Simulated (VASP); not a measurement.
**Zr2B3: single point with PBE**

Crystal: Zr2B3.

```xyz
5
Lattice="5.5486 0.0000 0.0000 -2.7743 4.8052 0.0000 0.0000 0.0000 3.6245" Properties=species:S:1:pos:R:3 pbc="T T T"
Zr    0.0000    3.2035    1.8123
Zr    2.7743    1.6017    1.8123
B     2.7743    0.0000    0.0000
B    -1.3871    2.4026    0.0000
B     1.3871    2.4026    0.0000
```

The cell was generated, and may not be a known phase.

```json
{
  "Program": "VASP 6.6.1",
  "Task": "single point",
  "Functional": "PBE",
  "Potentials or basis": "VASP PAW PBE potentials, release 64 (Zr_sv, B)",
  "Cutoff": "520 eV",
  "k mesh": "6 × 6 × 6",
  "Occupations": "gaussian, width 0.1 eV",
  "Spin": "collinear spin",
  "Starting moments": "[1.0, 1.0, 0.0, 0.0, 0.0] μB"
}
```

The pressure is -0.1 GPa, the net moment is 0.00 μB per cell and the valence electrons inside the program's atomic spheres are Zr 9.90; B 1.66.

Stress tensor (GPa, compression positive):
```
 0.00  0.00  0.00
 0.00  0.00  0.00
 0.00  0.00 -0.27
```

Levels at points of the mesh, in eV from the Fermi level:
Spin up:
| k point | band 14 | band 15 | band 16 | band 17 | band 18 | band 19 | band 20 | band 21 |
| --- | --- | --- | --- | --- | --- | --- | --- | --- |
| (0.00, 0.00, 0.00) | -1.03 | -0.74 | -0.74 | -0.07 | 1.99 | 3.54 | 3.54 | 3.68 |
| (0.50, 0.00, 0.00) | -0.82 | -0.29 | -0.19 | -0.17 | 0.62 | 1.77 | 3.93 | 4.02 |
| (0.00, 0.00, 0.50) | -1.38 | -0.89 | -0.33 | -0.33 | 2.16 | 2.16 | 3.39 | 4.11 |
| (0.50, 0.00, 0.50) | -1.16 | -0.51 | -0.02 | 0.10 | 1.67 | 2.35 | 2.75 | 3.57 |
Spin down:
```tsv
k point	band 15	band 16	band 17	band 18	band 19	band 20
(0.00, 0.00, 0.00)	-0.74	-0.74	-0.07	1.99	3.54	3.54
(0.50, 0.00, 0.00)	-0.29	-0.19	-0.17	0.62	1.77	3.93
(0.00, 0.00, 0.50)	-0.89	-0.33	-0.33	2.16	2.16	3.39
(0.50, 0.00, 0.50)	-0.51	-0.02	0.10	1.67	2.35	2.75
```

It took 4.3 min on 1 thread of Intel Xeon 8259CL, on a shared host, peak memory 0.31 GiB.
